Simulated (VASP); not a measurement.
# MoS2 (R3m) in VASP: a series of runs

The runs below take MoS2 through single point, with r2SCAN.

Program: VASP 6.6.1. These are calculated values, not measurements. Logs are shortened: lines on timing, memory, paths and dates and some standing lists are left out, and cuts for length are marked.

**1. The cell of the first run**

The structure is trigonal, space group R3m (No. 160). The conventional cell has a = 3.175 Å, b = 3.175 Å, c = 18.582 Å, α = 90.00°, β = 90.00°, γ = 120.00°. Within 3.2 Å of Mo (site symmetry 3m) lie 6 S at 2.40 Å and 6 Mo at 3.18 Å. Within 3.2 Å of S (site symmetry 3m) lie 3 Mo at 2.40 Å and 7 S at 3.11 to 3.18 Å. Within 3.2 Å of S (site symmetry 3m) lie 3 Mo at 2.40 Å and 7 S at 3.11 to 3.18 Å.

**2. Single point, r2SCAN**

Contents of POSCAR:

```
MoS2
1.0
    1.5875907347      0.9165959380      6.1939395993
   -1.5875907347      0.9165959380      6.1939395993
    0.0000000000     -1.8331918760      6.1939395993
Mo S
1 2
Direct
   -0.0000146007     -0.0000146007     -0.0000146007
    0.4170015121      0.4170015121      0.4170015121
    0.2496797553      0.2496797553      0.2496797553
```

Contents of INCAR.step1:

```
ALGO = Normal
EDIFF = 1E-4
ENCUT = 520
GGA = PE
ISMEAR = 0
LASPH = T
LCHARG = F
LREAL = F
LWAVE = T
NBANDS = 20
NELM = 60
PREC = Accurate
SIGMA = 0.01
```

Contents of INCAR.step2:

```
ALGO = Normal
EDIFF = 1E-7
ENCUT = 520
ISIF = 2
ISMEAR = 0
ISTART = 1
LASPH = T
LCHARG = F
LMIXTAU = T
LREAL = F
LWAVE = F
METAGGA = R2SCAN
NBANDS = 20
NELM = 60
PREC = Accurate
SIGMA = 0.01
```

Contents of KPOINTS:

```
k-points
0
Gamma
  2 2 2
```

Potentials or basis: VASP PAW PBE potentials, release 64 (Mo_sv, S).

Started as:

```console
> cat potpaw_PBE.64/Mo_sv/POTCAR potpaw_PBE.64/S/POTCAR > POTCAR
> cp INCAR.step1 INCAR
> mpirun -np 1 vasp_std > vasp.out
> cp INCAR.step2 INCAR
> mpirun -np 1 vasp_std > vasp.out
```

OUTCAR:

```text
EDIFF = 1E-7
   ENCUT = 520
   ISIF = 2
   ISMEAR = 0
   ISTART = 1
   LASPH = T
   LREAL = F
   METAGGA = R2SCAN
   NELM = 60
   PREC = Accurate

 ion  position               nearest neighbor table
   1  1.000  1.000  1.000-   3 2.40   3 2.40   3 2.40   2 2.40   2 2.40   2 2.40
   2  0.417  0.417  0.417-   1 2.40   1 2.40   1 2.40
   3  0.250  0.250  0.250-   1 2.40   1 2.40   1 2.40

  LATTYP: Found a trigonal (rhomboedric) cell.
 ALAT       =     6.4595263150
 COS(alpha) =     0.8791891991

  Lattice vectors:

 A1 = (   1.5875907347,   0.9165959380,   6.1939395993)
 A2 = (  -1.5875907347,   0.9165959380,   6.1939395993)
 A3 = (   0.0000000000,  -1.8331918760,   6.1939395993)

Analysis of symmetry for initial positions (statically):
=====================================================================
 Subroutine PRICEL returns:
 Original cell was already a primitive cell.

 Routine SETGRP: Setting up the symmetry group for a
 trigonal (rhombohedral) supercell.

 Subroutine GETGRP returns: Found  6 space group operations
 (whereof  6 operations were pure point group operations)
 out of a pool of 12 trial point group operations.

The static configuration has the point symmetry C_3v.

Analysis of symmetry for dynamics (positions and initial velocities):
=====================================================================
 Subroutine PRICEL returns:
 Original cell was already a primitive cell.

 Routine SETGRP: Setting up the symmetry group for a
 trigonal (rhombohedral) supercell.

 Subroutine GETGRP returns: Found  6 space group operations
 (whereof  6 operations were pure point group operations)
 out of a pool of 12 trial point group operations.

The dynamic configuration has the point symmetry C_3v.

 Subroutine INISYM returns: Found  6 space group operations
 (whereof  6 operations are pure point group operations),
 and found     1 'primitive' translations

----------------------------------------------------------------------------------------

                                     Primitive cell

  volume of cell :      54.0798

[... 61 lines left out ...]
   ISTART =      1    job   : 0-new  1-cont  2-samecut
   ICHARG =      0    charge: 1-file 2-atom 10-const
   ISPIN  =      1    spin polarized calculation?
   LNONCOLLINEAR =      F non collinear calculations
   LSORBIT =      F    spin-orbit coupling
   LASPH  =      T    aspherical Exc in radial PAW
   ENCUT  =  520.0 eV  38.22 Ry    6.18 a.u.  12.01 12.01 12.01*2*pi/ulx,y,z
   NELM   =     60;   NELMIN=  2; NELMDL=  0     # of ELM steps
   EDIFF  = 0.1E-06   stopping-criterion for ELM
   LREAL  =      F    real-space projection
   EDIFFG = 0.1E-05   stopping-criterion for IOM
   NSW    =      0    number of steps for IOM
   IBRION =     -1    ionic relax: 0-MD 1-quasi-New 2-CG
   NFREE  =      0    steps in history (QN), initial steepest desc. (CG)
   ISIF   =      2    stress and relaxation
   ISYM   =      2    0-nonsym 1-usesym 2-fastsym
   POTIM  = 0.5000    time-step for ionic-motion
   TEBEG  =    0.0;   TEEND  =   0.0 temperature during run
   PSTRESS=    0.0 pullay stress
   NELECT =      26.0000    total number of electrons
   NUPDOWN=      -1.0000    fix difference up-down
   EMIN   =  10.00;   EMAX   =-10.00  energy-range for DOS
   EFERMI =   0.00;   METHOD = LEGACY
   ISMEAR =     0;   SIGMA  =   0.01  broadening in eV -4-tet -1-fermi 0-gaus
   EFERMI_NEDOS =   21; number of points for ismear=-14 and -15
   IALGO  =     38    algorithm
   IMIX   =      4    mixing-type and parameters
     AMIX     =   0.40;   BMIX     =  1.00
     AMIX_MAG =   1.60;   BMIX_MAG =  1.00
  volume/ion in A,a.u.               =      18.03       121.65
  Fermi-wavevector in a.u.,A,eV,Ry     =   1.282491  2.423557 22.378639  1.644784
  Thomas-Fermi vector in A             =   2.414800
   LORBIT       =      0    0 simple, 1 ext, 2 COOP (PROOUT), +10 PAW based schemes
   METAGGA = R2SCAN    functional components
   LHFCALC =     F    Hartree Fock is set to
   AEXX    =    0.0000 exact exchange contribution
   IVDW    =     0    specifies the selected vdW correction
   LEPSILON=     F    determine dielectric tensor
   LRPA    =     F    only Hartree local field effects (RPA)
 non-spin polarized calculation
 Gauss-broadening in eV      SIGMA  =   0.01
  energy-cutoff  :      520.00
  volume of cell :       54.08
 maximum number of plane-waves:      1466
 NGX is ok and might be reduce to    48
   NGX = 23   NGY = 23   NGZ = 23

 number of electron      25.9999998 magnetization

 Free energy of the ion-electron system (eV)
  ---------------------------------------------------
  ext. energy  EPLUGINS =         0.00000000
  ---------------------------------------------------
  free energy    TOTEN  =       -44.17393928 eV

  energy without entropy =      -44.17393928  energy(sigma->0) =      -44.17393928

 E-fermi :   7.5277     XC(G=0): -11.4125

 val. band max:        7.3686182093   @ k =   0.5000   0.5000   0.5000
 cond. band min:       8.8263108846   @ k =   0.5000   0.5000   0.0000
 fundamental gap:      1.4576926754
 Fermi energy:         7.5276892904

 k-point     1 :       0.0000    0.0000    0.0000
  band No.  band energies     occupation
      1     -56.2717      2.00000
      2     -29.5605      2.00000
      3     -29.5605      2.00000
      4     -29.5182      2.00000
      5      -8.3518      2.00000
      6      -6.6049      2.00000
[... 81 lines left out ...]
     19      16.6653      0.00000
     20      17.8921      0.00000

------------------------ aborting loop because EDIFF is reached ----------------------------------------

  FORCE on cell =-STRESS in cart. coord.  units (eV):
  Direction    XX          YY          ZZ          XY          YZ          ZX
  --------------------------------------------------------------------------------------
  -------------------------------------------------------------------------------------
  Total        0.5950275      0.5950275      2.6589278      0.0000000      0.0000000      0.0000000
  in kB       17.6284024     17.6284024     78.7739145      0.0000000      0.0000000      0.0000000
  external PRESSURE =      38.0102397 kB  Pullay stress =       0.0000000 kB

 VOLUME and BASIS-vectors are now :
 -----------------------------------------------------------------------------
  energy-cutoff  :      520.00
  volume of cell :       54.08
      direct lattice vectors                 reciprocal lattice vectors
     1.587590735  0.916595938  6.193939599     0.314942629  0.181832212  0.053816045
    -1.587590735  0.916595938  6.193939599    -0.314942629  0.181832212  0.053816045
     0.000000000 -1.833191876  6.193939599     0.000000000 -0.363664423  0.053816045

 POSITION                                       TOTAL-FORCE (eV/Angst)
 -----------------------------------------------------------------------------------
      0.00000      0.00000     18.58155         0.000000     -0.000000      0.012764
      0.00000      0.00000      7.74865         0.000000     -0.000000      0.291969
      0.00000      0.00000      4.63950         0.000000      0.000000     -0.304733
 -----------------------------------------------------------------------------------
    total drift:                               -0.000000     -0.000000     -0.000064

  FREE ENERGIE OF THE ION-ELECTRON SYSTEM (eV)
  ---------------------------------------------------
  free  energy   TOTEN  =       -44.1739392778 eV

  energy  without entropy=      -44.1739392778  energy(sigma->0) =      -44.17393928
```

OSZICAR.step1:

```text
N       E                     dE             d eps       ncg     rms          rms(c)
DAV:   1     0.172693803883E+03    0.17269E+03   -0.13573E+04   160   0.122E+03
DAV:   2    -0.162242449345E+02   -0.18892E+03   -0.18435E+03   200   0.314E+02
DAV:   3    -0.224533315532E+02   -0.62291E+01   -0.61525E+01   200   0.533E+01
DAV:   4    -0.225211956993E+02   -0.67864E-01   -0.67829E-01   196   0.577E+00
DAV:   5    -0.225222680835E+02   -0.10724E-02   -0.10724E-02   196   0.738E-01    0.241E+01
DAV:   6    -0.213607968588E+02    0.11615E+01   -0.12599E+01   164   0.204E+01    0.898E+00
DAV:   7    -0.210379101659E+02    0.32289E+00   -0.44305E+00   160   0.116E+01    0.586E+00
DAV:   8    -0.209349886663E+02    0.10292E+00   -0.56508E-01   176   0.451E+00    0.161E+00
DAV:   9    -0.209363732303E+02   -0.13846E-02   -0.21940E-02   176   0.989E-01    0.631E-01
DAV:  10    -0.209353435900E+02    0.10296E-02   -0.88607E-03   172   0.578E-01    0.115E-01
DAV:  11    -0.209353182282E+02    0.25362E-04   -0.70468E-04   176   0.176E-01
   1 F= -.20935318E+02 E0= -.20935318E+02  d E =0.000000E+00
```

It took 62 s on 1 thread of Intel Xeon Platinum 8488C (Sapphire Rapids), shared host; peak memory 0.34 GiB.

What came out:

```yaml
Free_energy: -44.1739 eV
Pressure: 3.8 GPa
Largest_force: 0.305 eV/Å
Band_gap_on_the_k_mesh: 1.46 eV (least direct gap 2.19 eV)
```

Forces on the atoms (eV/Å):
```
Mo   0.000  0.000  0.013
S    0.000  0.000  0.292
S    0.000  0.000 -0.305
```

Caveat: the k points lie up to 1.15 Å⁻¹ apart; the PAW data sets were made with another functional, which shifts forces and pressure a little. A k mesh can miss the band edges.

**3. Single point, r2SCAN**

POSCAR is that of step 2.

Contents of INCAR.step1:

```
ALGO = Normal
EDIFF = 1E-4
ENCUT = 520
GGA = PE
ISMEAR = -1
LASPH = T
LCHARG = F
LREAL = F
LWAVE = T
NBANDS = 20
NELM = 80
PREC = Accurate
SIGMA = 0.05
```

Contents of INCAR.step2:

```
ALGO = Normal
EDIFF = 1E-6
ENCUT = 520
ISIF = 2
ISMEAR = -1
ISTART = 1
LASPH = T
LCHARG = F
LMIXTAU = T
LREAL = F
LWAVE = F
METAGGA = R2SCAN
NBANDS = 20
NELM = 80
PREC = Accurate
SIGMA = 0.05
```

Contents of KPOINTS:

```
k-points
0
Gamma
  6 6 6
```

Potentials or basis: VASP PAW PBE potentials, release 64 (Mo_sv, S).

Started as:

```console
> cat potpaw_PBE.64/Mo_sv/POTCAR potpaw_PBE.64/S/POTCAR > POTCAR
> cp INCAR.step1 INCAR
> mpirun -np 1 vasp_std > vasp.out
> cp INCAR.step2 INCAR
> mpirun -np 1 vasp_std > vasp.out
```

OUTCAR:

```text
EDIFF = 1E-6
   ENCUT = 520
   ISIF = 2
   ISMEAR = -1
   ISTART = 1
   LASPH = T
   LREAL = F
   METAGGA = R2SCAN
   NELM = 80
   PREC = Accurate

 ion  position               nearest neighbor table
   1  1.000  1.000  1.000-   3 2.40   3 2.40   3 2.40   2 2.40   2 2.40   2 2.40
   2  0.417  0.417  0.417-   1 2.40   1 2.40   1 2.40
   3  0.250  0.250  0.250-   1 2.40   1 2.40   1 2.40

  LATTYP: Found a trigonal (rhomboedric) cell.
 ALAT       =     6.4595263150
 COS(alpha) =     0.8791891991

  Lattice vectors:

 A1 = (   1.5875907347,   0.9165959380,   6.1939395993)
 A2 = (  -1.5875907347,   0.9165959380,   6.1939395993)
 A3 = (   0.0000000000,  -1.8331918760,   6.1939395993)

Analysis of symmetry for initial positions (statically):
=====================================================================
 Subroutine PRICEL returns:
 Original cell was already a primitive cell.

 Routine SETGRP: Setting up the symmetry group for a
 trigonal (rhombohedral) supercell.
[... 163 lines left out ...]
  ---------------------------------------------------
  free energy    TOTEN  =       -45.02766430 eV

  energy without entropy =      -45.02766302  energy(sigma->0) =      -45.02766366

 E-fermi :   7.7570     XC(G=0): -11.4301

 val. band max:        7.2977230960   @ k =   0.5000   0.5000   0.5000
 cond. band min:       8.3482588197   @ k =  -0.1667   0.5000   0.1667
 fundamental gap:      1.0505357238
 Fermi energy:         7.7570226694

 k-point     1 :       0.0000    0.0000    0.0000
  band No.  band energies     occupation
      1     -56.2236      2.00000
      2     -29.6463      2.00000
      3     -29.4220      2.00000
      4     -29.4220      2.00000
      5      -8.3827      2.00000
      6      -6.6571      2.00000
[... 541 lines left out ...]
     19      15.8948      0.00000
     20      16.3312      0.00000

 [... further k-points ...]

------------------------ aborting loop because EDIFF is reached ----------------------------------------

  FORCE on cell =-STRESS in cart. coord.  units (eV):
  Direction    XX          YY          ZZ          XY          YZ          ZX
  --------------------------------------------------------------------------------------
  -------------------------------------------------------------------------------------
  Total        0.4258342      0.4258342      0.3605622     -0.0000000     -0.0000000     -0.0000000
  in kB       12.6158462     12.6158462     10.6820864     -0.0000000     -0.0000000     -0.0000000
  external PRESSURE =      11.9712596 kB  Pullay stress =       0.0000000 kB

 VOLUME and BASIS-vectors are now :
 -----------------------------------------------------------------------------
  energy-cutoff  :      520.00
  volume of cell :       54.08
      direct lattice vectors                 reciprocal lattice vectors
     1.587590735  0.916595938  6.193939599     0.314942629  0.181832212  0.053816045
    -1.587590735  0.916595938  6.193939599    -0.314942629  0.181832212  0.053816045
     0.000000000 -1.833191876  6.193939599     0.000000000 -0.363664423  0.053816045

 POSITION                                       TOTAL-FORCE (eV/Angst)
 -----------------------------------------------------------------------------------
      0.00000      0.00000     18.58155         0.000000      0.000000     -0.000466
      0.00000      0.00000      7.74865         0.000000      0.000000     -0.046347
      0.00000      0.00000      4.63950         0.000000      0.000000      0.046813
 -----------------------------------------------------------------------------------
    total drift:                               -0.000000     -0.000000     -0.000107

  FREE ENERGIE OF THE ION-ELECTRON SYSTEM (eV)
  ---------------------------------------------------
  free  energy   TOTEN  =       -45.0276643050 eV

  energy  without entropy=      -45.0276630217  energy(sigma->0) =      -45.02766366
```

OUTCAR.step1:

```text
EDIFF = 1E-4
   ENCUT = 520
   GGA = PE
   ISMEAR = -1
   LASPH = T
[... 776 lines left out ...]
      0.00000      0.00000     18.58155         0.000000     -0.000000      0.001516
      0.00000      0.00000      7.74865         0.000000      0.000000      0.104405
      0.00000      0.00000      4.63950         0.000000      0.000000     -0.105920
 -----------------------------------------------------------------------------------
    total drift:                               -0.000000     -0.000000     -0.000048

  FREE ENERGIE OF THE ION-ELECTRON SYSTEM (eV)
  ---------------------------------------------------
  free  energy   TOTEN  =       -21.8130745970 eV

  energy  without entropy=      -21.8130718611  energy(sigma->0) =      -21.81307323
```

OSZICAR.step1:

```text
N       E                     dE             d eps       ncg     rms          rms(c)
DAV:   1     0.182291210259E+03    0.18229E+03   -0.13294E+04  1280   0.122E+03
DAV:   2    -0.161078353258E+02   -0.19840E+03   -0.19297E+03  1612   0.316E+02
DAV:   3    -0.232125107517E+02   -0.71047E+01   -0.70451E+01  1584   0.565E+01
DAV:   4    -0.232886442410E+02   -0.76133E-01   -0.76101E-01  1580   0.627E+00
DAV:   5    -0.232897898952E+02   -0.11457E-02   -0.11456E-02  1592   0.743E-01    0.241E+01
DAV:   6    -0.222027512444E+02    0.10870E+01   -0.10811E+01  1372   0.198E+01    0.894E+00
DAV:   7    -0.219126192124E+02    0.29013E+00   -0.38619E+00  1320   0.113E+01    0.587E+00
DAV:   8    -0.218128931376E+02    0.99726E-01   -0.51708E-01  1428   0.441E+00    0.175E+00
DAV:   9    -0.218141546734E+02   -0.12615E-02   -0.20747E-02  1492   0.907E-01    0.604E-01
DAV:  10    -0.218130611818E+02    0.10935E-02   -0.85599E-03  1408   0.618E-01    0.135E-01
DAV:  11    -0.218130745970E+02   -0.13415E-04   -0.42541E-04  1484   0.143E-01
   1 F= -.21813075E+02 E0= -.21813073E+02  d E =-.273589E-05
```

Run time: 3.6 min. Hardware: 1 thread of Intel Xeon Platinum 8488C (Sapphire Rapids), shared host; peak memory 0.36 GiB.

Results:

```
Free energy            : -45.0277 eV
Pressure               : 1.2 GPa
Largest force          : 0.047 eV/Å
Band gap on the k mesh : 1.05 eV (least direct gap 1.80 eV)
```

Forces on the atoms (eV/Å):
```
Mo   0.000  0.000  0.000
S    0.000  0.000 -0.046
S    0.000  0.000  0.047
```

Levels at points of the mesh, in eV from the valence-band top:
```csv
k point,band 11,band 12,band 13,band 14,band 15,band 16
"(0.00, 0.00, 0.00)",-2.39,-1.37,-1.15,2.17,2.17,2.54
"(0.50, 0.00, 0.00)",-2.48,-1.75,-1.48,1.71,2.13,3.64
"(0.50, 0.50, 0.00)",-3.04,-1.93,-1.32,1.66,2.25,3.27
"(0.50, 0.50, 0.50)",-2.36,-2.36,0.00,2.26,2.26,2.41
```

Caveat: the PAW data sets were made with another functional, which shifts forces and pressure a little. A k mesh can miss the band edges.

**4. Single point, r2SCAN**

POSCAR is that of step 3.

Contents of INCAR.step1:

```
PREC = Accurate
ENCUT = 520
ISMEAR = 0
SIGMA = 0.01
LREAL = False
LASPH = True
NELM = 80
NBANDS = 20
GGA = PE
ALGO = Normal
EDIFF = 1E-4
LWAVE = True
LCHARG = False
```

Contents of INCAR.step2:

```
PREC = Accurate
ENCUT = 520
EDIFF = 1E-7
ISMEAR = 0
SIGMA = 0.01
LREAL = False
LASPH = True
NELM = 80
ALGO = Normal
ISIF = 2
LWAVE = False
LCHARG = False
METAGGA = R2SCAN
LMIXTAU = True
NBANDS = 20
ISTART = 1
```

Contents of KPOINTS:

```
Automatic mesh
0
Gamma
  6 6 6
  0.5 0.5 0.5
```

Started as:

```console
> cat potpaw_PBE.64/Mo_sv/POTCAR potpaw_PBE.64/S/POTCAR > POTCAR
> cp INCAR.step1 INCAR
> mpirun -np 1 vasp_std > vasp.out
> cp INCAR.step2 INCAR
> mpirun -np 1 vasp_std > vasp.out
```

It took 4.8 min on 1 thread of Intel Xeon Platinum 8488C (Sapphire Rapids), shared host; peak memory 0.35 GiB.

Results (log left out):

- Free energy: -45.0277 eV
- Pressure: 1.2 GPa
- Largest force: 0.047 eV/Å
- Band gap on the k mesh: 1.08 eV (least direct gap 1.80 eV)

Forces on the atoms (eV/Å):
```
Mo   0.000  0.000  0.000
S    0.000  0.000 -0.046
S    0.000  0.000  0.047
```

Stress tensor (GPa, compression positive):
```
1.27 0.00 0.00
0.00 1.27 0.00
0.00 0.00 1.07
```

Levels at points of the mesh, in eV from the valence-band top:
| k point | band 10 | band 11 | band 12 | band 13 | band 14 | band 15 | band 16 | band 17 |
| --- | --- | --- | --- | --- | --- | --- | --- | --- |
| (0.08, 0.08, 0.08) | -2.35 | -2.35 | -1.69 | -0.82 | 2.21 | 2.21 | 2.56 | 2.56 |

Caveat: the PAW data sets were made with another functional, which shifts forces and pressure a little; a shifted mesh leaves out Γ, where band edges can lie. A k mesh can miss the band edges.

**5. Overview**

```tsv
k mesh	smearing	gap on the mesh (eV)	pressure (GPa)	largest force (eV/Å)
2 × 2 × 2	gaussian 0.01 eV	1.46	3.8	0.30
6 × 6 × 6	fermi-dirac 0.05 eV	1.05	1.2	0.05
6 × 6 × 6, shifted	gaussian 0.01 eV	1.08	1.2	0.05
```

Alike in all rows: task single point; level r2SCAN; potentials or basis VASP PAW PBE potentials, release 64 (Mo_sv, S); no spin polarisation; cell as given; cutoff (eV) 520.

Caveats: some runs use coarse meshes; the PAW data sets were made with another functional, which shifts forces and pressure a little; a shifted mesh leaves out Γ, where band edges can lie (at least some runs).

Absolute energies hang on the potentials; compare differences alone.
